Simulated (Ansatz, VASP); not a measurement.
Sn3H in VASP and in Ansatz

INCAR

```
SYSTEM = Sn3H
PREC     = Accurate       ! precision mode
ENCUT    = 600            ! plane-wave cutoff, eV
EDIFF    = 1E-6           ! SCF threshold, eV
ISMEAR   = 0              ! smearing method
SIGMA    = 0.1            ! smearing width, eV
LREAL    = .FALSE.        ! projectors in reciprocal space
LASPH    = .TRUE.         ! aspherical terms in the spheres
NELM     = 60             ! most SCF steps
ALGO     = Normal         ! electronic algorithm
ISIF     = 3              ! what is computed and relaxed
LWAVE    = .FALSE.        ! write WAVECAR
LCHARG   = .FALSE.        ! write CHGCAR
GGA      = PE             ! functional
IBRION   = 2              ! ionic algorithm
NSW      = 100            ! ionic steps
EDIFFG   = -0.01          ! ionic threshold
```

Contents of KPOINTS:

```
Automatic mesh
0
G
  10 10 10
  0 0 0
```

Contents of POSCAR:

```
Sn3H
1.0
    4.5226496337      0.0000000000      0.0000000000
    0.0000000000      4.5226496337      0.0000000000
    0.0000000000      0.0000000000      4.5226496337
Sn H
3 1
Direct
    0.0000000000      0.5000000000      0.5000000000
    0.5000000000      0.0000000000      0.5000000000
    0.5000000000      0.5000000000      0.0000000000
    0.0000000000      0.0000000000      0.0000000000
```

Input for Ansatz:

```yaml
crystal:
  lattice:
    - [4.5226496337, 0.0, 0.0]
    - [0.0, 4.5226496337, 0.0]
    - [0.0, 0.0, 4.5226496337]
  atoms:
    - { symbol: Sn, position: [0.0, 0.5, 0.5] }
    - { symbol: Sn, position: [0.5, 0.0, 0.5] }
    - { symbol: Sn, position: [0.5, 0.5, 0.0] }
    - { symbol: H, position: [0.0, 0.0, 0.0] }
basis:
  ecutwfc: 420
kpoints:
  mp_grid: { grid: [10, 10, 10] }
hamiltonian:
  xc: pbe
scf:
  occupations: { method: gaussian, width: 0.1 }
output:
  forces: true
  stress: true
  eigenvalues: true
relax:
  adjacent_minimum: "off"
  f_tol: 0.01
  max_steps: 80
  cell: { stress_tol: 0.05 }
```

Change from the starting cell: species swapped into the MnNi3 type (Pm-3m, No. 221).

Alike in both runs: task relaxation of cell and atoms; functional PBE; k mesh 10 × 10 × 10; occupations gaussian, width 0.1 eV; no spin polarisation.

|  | VASP | Ansatz |
| --- | --- | --- |
| version | VASP 6.6.1 | Ansatz 0.2.0 |
| potentials or method | VASP PAW PBE potentials, release 64 (Sn_d, H), cutoff 600 eV | scalar-relativistic, plane waves, PAW |
| valence electrons in the cell | 43 | 43 |

```csv
,VASP,Ansatz,Ansatz less VASP
"gap on the k mesh at the Fermi level, each at its own relaxed structure (eV)",none,none,-
relaxed volume (Å³/atom),23.13,23.13,0.000
relaxed cell length with the largest relative difference (Å),4.523,4.523,0.0000
```

A gap of «none» marks a metal or a gap that the smearing closes.

Noted on VASP's run: the relaxation stopped at its first step, so nothing moved.
